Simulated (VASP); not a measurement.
# Hg3IrN2 (Cmmm) in VASP: single point with PBE

Aim: the single point of Hg3IrN2 with PBE.

Everything below comes from runs of VASP 6.6.1. Logs are shortened: lines on timing, memory, paths and dates and some standing lists are left out, and cuts for length are marked.

## (1) The cell of the first run

The structure is orthorhombic, space group Cmmm (No. 65). Conventional cell: a = 6.558 Å, b = 13.346 Å, c = 3.063 Å, α = 90.00°, β = 90.00°, γ = 90.00°. Within 4.1 Å of Hg (site symmetry m2m) lie 5 Hg at 3.06 to 3.47 Å and 4 N at 3.43 to 4.04 Å and 2 Ir at 3.55 Å. Within 2.7 Å of Hg (site symmetry mmm) lie 2 N at 2.07 Å. Ir (site symmetry mmm) has 4 N at 1.95 Å within 2.6 Å. Within 2.6 Å of N (site symmetry 2mm) lie 2 Ir at 1.95 Å and 1 Hg at 2.07 Å and 1 N at 2.42 Å.

## (2) Single point, PBE

The input, INCAR:

```
SYSTEM = Hg3IrN2
PREC = Accurate
ENCUT = 520
EDIFF = 1E-6
ISMEAR = 0
SIGMA = 0.1
LREAL = .False.
LASPH = .True.
NELM = 80
ALGO = Normal
ISIF = 2
LWAVE = .False.
LCHARG = .True.
GGA = PE
LELF = .True.
LVHAR = .True.
NBANDS = 36
```

The input, KPOINTS:

```
Automatic mesh
0
Gamma
  6 6 10
  0 0 0
```

The input, POSCAR:

```
Hg3IrN2
1.0
    3.2789379692     -6.6731761659      0.0000000000
    3.2789379692      6.6731761659      0.0000000000
    0.0000000000      0.0000000000      3.0633550222
Hg Ir N
3 1 2
Direct
    0.2401194297      0.7598805703      0.0000000000
    0.7598805703      0.2401194297      0.0000000000
    0.5000000000      0.5000000000      0.0000000000
    0.0000000000      0.0000000000      0.5000000000
    0.1843642794      0.1843642794      0.0000000000
    0.8156357206      0.8156357206      0.0000000000
```

Potentials or basis: VASP PAW PBE potentials, release 64 (Hg, Ir, N).

Started as:

```
> cat potpaw_PBE.64/Hg/POTCAR potpaw_PBE.64/Ir/POTCAR potpaw_PBE.64/N/POTCAR > POTCAR
> mpirun -np 1 vasp_std > vasp.out
```

OUTCAR:

```text
SYSTEM = Hg3IrN2
   PREC = Accurate
   ENCUT = 520
   EDIFF = 1E-6
   ISMEAR = 0
   LREAL = .False.
   LASPH = .True.
   NELM = 80
   ISIF = 2
   GGA = PE

 ion  position               nearest neighbor table
   1  0.240  0.760  0.000-   2 3.29   2 3.29   3 3.47   4 3.55   4 3.55
   2  0.760  0.240  0.000-   1 3.29   1 3.29   3 3.47   4 3.55   4 3.55
   3  0.500  0.500  0.000-   5 2.07   6 2.07   1 3.47   2 3.47   4 3.62   4 3.62   4 3.62   4 3.62

   4  0.000  0.000  0.500-   5 1.95   6 1.95   5 1.95   6 1.95   1 3.55   2 3.55   1 3.55   2 3.55
                             3 3.62   3 3.62   3 3.62   3 3.62
   5  0.184  0.184  0.000-   4 1.95   4 1.95   3 2.07
   6  0.816  0.816  0.000-   4 1.95   4 1.95   3 2.07

  LATTYP: Found a base centered orthorhombic cell.
 ALAT       =     6.5578759384
 B/A-ratio  =     2.0351638941
 C/A-ratio  =     0.4671261016

  Lattice vectors:

 A1 = (   3.2789379692,  -6.6731761659,   0.0000000000)
 A2 = (   3.2789379692,   6.6731761659,   0.0000000000)
 A3 = (   0.0000000000,   0.0000000000,   3.0633550222)

Analysis of symmetry for initial positions (statically):
=====================================================================
 Subroutine PRICEL returns:
 Original cell was already a primitive cell.

 Routine SETGRP: Setting up the symmetry group for a
 base centered orthorhombic supercell.

 Subroutine GETGRP returns: Found  8 space group operations
 (whereof  8 operations were pure point group operations)
 out of a pool of  8 trial point group operations.

The static configuration has the point symmetry D_2h.

Analysis of symmetry for dynamics (positions and initial velocities):
=====================================================================
 Subroutine PRICEL returns:
 Original cell was already a primitive cell.

 Routine SETGRP: Setting up the symmetry group for a
 base centered orthorhombic supercell.

 Subroutine GETGRP returns: Found  8 space group operations
 (whereof  8 operations were pure point group operations)
 out of a pool of  8 trial point group operations.

The dynamic configuration has the point symmetry D_2h.

 Subroutine INISYM returns: Found  8 space group operations
 (whereof  8 operations are pure point group operations),
 and found     1 'primitive' translations

----------------------------------------------------------------------------------------

                                     Primitive cell

  volume of cell :     134.0581

  direct lattice vectors                    reciprocal lattice vectors
     3.278937969 -6.673176166  0.000000000     0.152488399 -0.074926840  0.000000000
     3.278937969  6.673176166  0.000000000     0.152488399  0.074926840  0.000000000
     0.000000000  0.000000000  3.063355022     0.000000000  0.000000000  0.326439473

  length of vectors
     7.435234653  7.435234653  3.063355022     0.169902157  0.169902157  0.326439473

  position of ions in fractional coordinates (direct lattice)
     0.240119430  0.759880570  0.000000000
     0.759880570  0.240119430  0.000000000
     0.500000000  0.500000000  0.000000000
     0.000000000  0.000000000  0.500000000
     0.184364279  0.184364279  0.000000000
     0.815635721  0.815635721  0.000000000

  ion indices of the primitive-cell ions
   primitive index   ion index
                 1           1
                 2           2
                 3           3
                 4           4
                 5           5
                 6           6

----------------------------------------------------------------------------------------

 KPOINTS: Automatic mesh

Automatic generation of k-mesh.
 Grid dimensions read from file:
 generate k-points for:    6    6   10

 Generating k-lattice:

  Cartesian coordinates                     Fractional coordinates (reciprocal lattice)
     0.025414733 -0.012487807  0.000000000     0.166666667  0.000000000  0.000000000
     0.025414733  0.012487807  0.000000000     0.000000000  0.166666667  0.000000000
     0.000000000  0.000000000  0.032643947     0.000000000  0.000000000  0.100000000

  Length of vectors
     0.028317026  0.028317026  0.032643947

  Shift w.r.t. Gamma in fractional coordinates (k-lattice)
     0.000000000  0.000000000  0.000000000

 Subroutine IBZKPT returns following result:
 ===========================================

 Found     78 irreducible k-points:

 Following reciprocal coordinates:
            Coordinates               Weight
  0.000000  0.000000  0.000000      1.000000
  0.166667 -0.000000  0.000000      4.000000
  0.333333 -0.000000  0.000000      4.000000
  0.500000 -0.000000  0.000000      2.000000
  0.166667  0.166667  0.000000      2.000000
  0.333333  0.166667  0.000000      4.000000
[... 16 lines left out ...]
  0.333333  0.333333  0.100000      4.000000
  0.500000  0.333333  0.100000      8.000000
 [... further k-points ...]
   k-points           NKPTS =     78   k-points in BZ     NKDIM =     78   number of bands    NBANDS=     36
   number of dos      NEDOS =    301   number of ions     NIONS =      6
   total plane-waves  NPLWV =  75264
   dimension x,y,z NGX =    56 NGY =   56 NGZ =   24
   dimension x,y,z NGXF=   112 NGYF=  112 NGZF=   48
   ions per type =               3   1   2
   NGX,Y,Z   is equivalent  to a cutoff of  12.52, 12.52, 13.02 a.u.
   NGXF,Y,Z  is equivalent  to a cutoff of  25.04, 25.04, 26.05 a.u.
 SYSTEM =  Hg3IrN2
   PREC   = accura    normal or accurate (medium, high low for compatibility)
   ISTART =      0    job   : 0-new  1-cont  2-samecut
   ICHARG =      2    charge: 1-file 2-atom 10-const
   ISPIN  =      1    spin polarized calculation?
   LNONCOLLINEAR =      F non collinear calculations
   LSORBIT =      F    spin-orbit coupling
   LASPH  =      T    aspherical Exc in radial PAW
   ENCUT  =  520.0 eV  38.22 Ry    6.18 a.u.  13.82 13.82  5.70*2*pi/ulx,y,z
   NELM   =     80;   NELMIN=  2; NELMDL= -5     # of ELM steps
   EDIFF  = 0.1E-05   stopping-criterion for ELM
   LREAL  =      F    real-space projection
   EDIFFG = 0.1E-04   stopping-criterion for IOM
   NSW    =      0    number of steps for IOM
   IBRION =     -1    ionic relax: 0-MD 1-quasi-New 2-CG
   NFREE  =      0    steps in history (QN), initial steepest desc. (CG)
   ISIF   =      2    stress and relaxation
   ISYM   =      2    0-nonsym 1-usesym 2-fastsym
   POTIM  = 0.5000    time-step for ionic-motion
   TEBEG  =    0.0;   TEEND  =   0.0 temperature during run
   PSTRESS=    0.0 pullay stress
   NELECT =      55.0000    total number of electrons
   NUPDOWN=      -1.0000    fix difference up-down
   EMIN   =  10.00;   EMAX   =-10.00  energy-range for DOS
   EFERMI =   0.00;   METHOD = LEGACY
   ISMEAR =     0;   SIGMA  =   0.10  broadening in eV -4-tet -1-fermi 0-gaus
   EFERMI_NEDOS =   21; number of points for ismear=-14 and -15
   IALGO  =     38    algorithm
   IMIX   =      4    mixing-type and parameters
     AMIX     =   0.40;   BMIX     =  1.00
     AMIX_MAG =   1.60;   BMIX_MAG =  1.00
  volume/ion in A,a.u.               =      22.34       150.78
  Fermi-wavevector in a.u.,A,eV,Ry     =   1.216461  2.298777 20.133578  1.479776
  Thomas-Fermi vector in A             =   2.351814
   LORBIT       =      0    0 simple, 1 ext, 2 COOP (PROOUT), +10 PAW based schemes
   GGA     = PE    functional components
   LHFCALC =     F    Hartree Fock is set to
   AEXX    =    0.0000 exact exchange contribution
   IVDW    =     0    specifies the selected vdW correction
   LEPSILON=     F    determine dielectric tensor
   LRPA    =     F    only Hartree local field effects (RPA)
 non-spin polarized calculation
 Gauss-broadening in eV      SIGMA  =   0.10
  energy-cutoff  :      520.00
  volume of cell :      134.06
 maximum number of plane-waves:      3656
   NGX = 27   NGY = 27   NGZ = 11

 number of electron      55.0000008 magnetization

 Free energy of the ion-electron system (eV)
  ---------------------------------------------------
  ext. energy  EPLUGINS =         0.00000000
  ---------------------------------------------------
  free energy    TOTEN  =       -22.37628780 eV

  energy without entropy =      -22.36014400  energy(sigma->0) =      -22.36821590

 E-fermi :   1.7831     XC(G=0):  -9.6375

 val. band max:        1.7818709828   @ k =   0.0000   0.0000   0.4000
 cond. band min:       1.8290176747   @ k =   0.5000   0.1667   0.2000
 fundamental gap:      0.0471466918
 Fermi energy:         1.7831141405

 k-point     1 :       0.0000    0.0000    0.0000
  band No.  band energies     occupation
      1     -14.5302      2.00000
      2     -11.9328      2.00000
      3      -7.7493      2.00000
      4      -6.2203      2.00000
      5      -5.6840      2.00000
      6      -5.6608      2.00000
[... 28 lines left out ...]
     35       7.7954      0.00000
     36       8.4427      0.00000

 k-point     2 :       0.1667   -0.0000    0.0000
  band No.  band energies     occupation
      1     -14.4671      2.00000
      2     -12.1262      2.00000
      3      -7.4041      2.00000
      4      -6.2132      2.00000
      5      -5.6615      2.00000
      6      -5.6130      2.00000
[... 28 lines left out ...]
     35       8.3046      0.00000
     36       8.6829      0.00000

 k-point     3 :       0.3333   -0.0000    0.0000
  band No.  band energies     occupation
      1     -14.3163      2.00000
      2     -12.5005      2.00000
      3      -6.6155      2.00000
      4      -6.1490      2.00000
      5      -5.6637      2.00000
      6      -5.4114      2.00000
[... 28 lines left out ...]
     35       8.0350      0.00000
     36       8.1918      0.00000

 k-point     4 :       0.5000   -0.0000    0.0000
  band No.  band energies     occupation
      1     -14.2214      2.00000
      2     -12.6934      2.00000
      3      -6.3155      2.00000
      4      -5.6656      2.00000
      5      -5.5115      2.00000
      6      -5.4909      2.00000
[... 28 lines left out ...]
     35       7.8640      0.00000
     36       7.9026      0.00000

 k-point     5 :       0.1667    0.1667    0.0000
  band No.  band energies     occupation
      1     -14.3166      2.00000
      2     -12.5004      2.00000
      3      -6.6171      2.00000
      4      -6.1500      2.00000
      5      -5.6578      2.00000
      6      -5.4113      2.00000
[... 655 lines left out ...]
 k-point    22 :      -0.1667    0.1667    0.1000
  band No.  band energies     occupation
      1     -14.3938      2.00000
      2     -12.0465      2.00000
      3      -7.6406      2.00000
      4      -6.0437      2.00000
      5      -5.7113      2.00000
      6      -5.6502      2.00000
[... 28 lines left out ...]
     35       8.7849      0.00000
     36       8.9338      0.00000

 k-point    23 :       0.3333    0.3333    0.1000
  band No.  band energies     occupation
      1     -14.1727      2.00000
      2     -12.5765      2.00000
      3      -6.5912      2.00000
      4      -6.0001      2.00000
      5      -5.6651      2.00000
      6      -5.4942      2.00000
[... 28 lines left out ...]
     35       8.0067      0.00000
     36       8.7565      0.00000

 k-point    24 :       0.5000    0.3333    0.1000
  band No.  band energies     occupation
      1     -14.3286      2.00000
      2     -12.2230      2.00000
      3      -7.3267      2.00000
      4      -6.0375      2.00000
      5      -5.6719      2.00000
      6      -5.6493      2.00000
[... 28 lines left out ...]
     35       8.4276      0.00000
     36       9.6455      0.00000

 [... further k-points ...]
[... 5 lines left out ...]
  --------------------------------------------------------------------------------------
  -------------------------------------------------------------------------------------
  Total        1.2543655      0.0012199      0.8643598      0.0000000      0.0000000      0.0000000
  in kB       14.9913781      0.0145799     10.3302782      0.0000000      0.0000000      0.0000000
  external PRESSURE =       8.4454121 kB  Pullay stress =       0.0000000 kB

 VOLUME and BASIS-vectors are now :
 -----------------------------------------------------------------------------
  energy-cutoff  :      520.00
  volume of cell :      134.06
      direct lattice vectors                 reciprocal lattice vectors
     3.278937969 -6.673176166  0.000000000     0.152488399 -0.074926840  0.000000000
     3.278937969  6.673176166  0.000000000     0.152488399  0.074926840  0.000000000
     0.000000000  0.000000000  3.063355022     0.000000000  0.000000000  0.326439473

 POSITION                                       TOTAL-FORCE (eV/Angst)
 -----------------------------------------------------------------------------------
      3.27894      3.46846      0.00000         0.000000     -0.000824      0.000000
      3.27894     -3.46846      0.00000         0.000000      0.000824     -0.000000
      3.27894      0.00000      0.00000         0.000000      0.000000     -0.000000
      0.00000      0.00000      1.53168         0.000000     -0.000000     -0.000000
      1.20904      0.00000      0.00000         0.003695     -0.000000     -0.000000
      5.34884      0.00000      0.00000        -0.003695     -0.000000      0.000000
 -----------------------------------------------------------------------------------
    total drift:                               -0.000000     -0.000000      0.000000

  FREE ENERGIE OF THE ION-ELECTRON SYSTEM (eV)
  ---------------------------------------------------
  free  energy   TOTEN  =       -22.3762877970 eV

  energy  without entropy=      -22.3601439984  energy(sigma->0) =      -22.36821590
```

Run time: 2.9 min. Hardware: 1 thread of Intel Xeon 6975P-C (Granite Rapids), shared host; peak memory 0.49 GiB.

What came out:

```yaml
Free_energy: -22.3763 eV
Pressure: 0.8 GPa
Largest_force: 0.004 eV/Å
Band_gap_on_the_k_mesh: zero (an odd number of electrons rules out a gap without spin polarisation)
```

Forces in eV/Å, atoms in the order of the input:
```
Hg   0.000 -0.001  0.000
Hg   0.000  0.001  0.000
Hg   0.000  0.000  0.000
Ir   0.000  0.000  0.000
N    0.004  0.000  0.000
N   -0.004  0.000  0.000
```

Levels at points of the mesh, in eV from the Fermi level:
```
           k point  band 26  band 27  band 28  band 29  band 30  band 31
(0.00, 0.00, 0.00)    -1.77    -1.59    -1.41     0.49     1.72     1.81
(0.50, 0.00, 0.00)    -1.41    -1.34    -0.46     1.03     2.68     2.75
(0.50, 0.50, 0.00)    -1.77    -1.41    -0.61     0.30     1.61     1.72
(0.00, 0.00, 0.50)    -1.15    -0.79     0.95     1.05     1.72     2.01
(0.50, 0.00, 0.50)    -0.73    -0.51    -0.33     1.05     1.99     2.03
(0.50, 0.50, 0.50)    -1.10    -0.69     0.27     1.41     1.43     1.52
```

Caveat: spin-orbit coupling is left out, which moves the levels of the heavy elements.
